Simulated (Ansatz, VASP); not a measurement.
MgZn4O in VASP and in Ansatz

```xyz
12
Lattice="2.8819 0.0000 0.0000 0.0000 2.8819 0.0000 0.0000 0.0000 20.5087" Properties=species:S:1:pos:R:3 pbc="T T T"
Mg    0.0000    1.4410   19.3917
Mg    1.4410    0.0000    1.1169
Zn    2.8819    1.4410   14.9025
Zn    1.4410    0.0000   13.0467
Zn    0.0000    1.4410   11.1765
Zn    1.4410    2.8819   16.6972
Zn    0.0000    1.4410    3.8114
Zn    1.4410    0.0000    5.6062
Zn    2.8819    1.4410    7.4619
Zn    1.4410    0.0000    9.3322
O     0.0000    1.4410    1.1025
O     1.4410    2.8819   19.4062
```

Alike in both runs: task single point; functional PBE; k mesh 8 × 8 × 1; occupations gaussian, width 0.2 eV; no spin polarisation.

|  | VASP | Ansatz |
| --- | --- | --- |
| version | VASP 6.6.1 | Ansatz 0.2.0 |
| potentials or method | VASP PAW PBE potentials, release 64 (Mg, Zn, O), cutoff 520 eV | scalar-relativistic, plane waves, PAW |
| valence electrons in the cell | 112 | 128 |

VASP gave:

| Quantity | Value |
| --- | --- |
| gap on the k mesh at the Fermi level (eV) | none |
| pressure (GPa) | 0.1 |
| traceless stress, the component that is largest in VASP (GPa) | -0.77 |
| rms of the force components (eV/Å) | 0.029 |

Question: Which values does Ansatz return?

Answer: gap on the k mesh at the Fermi level (eV): none; pressure (GPa): 0.0; traceless stress, the component that is largest in VASP (GPa): -0.80; rms of the force components (eV/Å): 0.031.

Atom by atom the forces differ by 0.006 eV/Å (rms over components). A gap of «none» marks a metal or a gap that the smearing closes. VASP's potentials hold 112 valence electrons a cell and Ansatz's 128, so a difference there can come from the potentials and not from the codes.
